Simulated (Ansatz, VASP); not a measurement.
## Two plane-wave programs on HfN

```
CELL_PARAMETERS angstrom
0.00000 2.25900 2.28159
2.25900 0.00000 2.28159
2.25900 2.25900 0.00000
ATOMIC_POSITIONS crystal
Hf 0.00000 0.00000 0.00000
N 0.50000 0.50000 0.50000
```

Change from the starting cell: z stretched by +1 %, ions relaxed.

Alike in both runs: functional PBE; k mesh 18 × 18 × 18; occupations fermi-dirac, width 0.05 eV; no spin polarisation.

Ansatz relaxed the structure, and its values are those at the end. VASP's run is a single point on that final structure, the one shown.

```csv
,VASP,Ansatz
version,VASP 6.6.1,Ansatz 0.2.0
potentials or method,"VASP PAW PBE potentials, release 64 (Hf_pv, N)","plane-wave PAW, scalar-relativistic"
plane-wave cutoff (eV),520,420
valence electrons in the cell,15,31
```

|  | VASP | Ansatz | Ansatz less VASP |
| --- | --- | --- | --- |
| pressure (GPa) | 0.3 | 2.7 | +2.37 |

VASP's potentials hold 15 valence electrons a cell and Ansatz's 31, so a difference there can come from the potentials and not from the codes. Ansatz's warnings: stress scf threshold loose.

Neither program's run includes spin-orbit coupling.
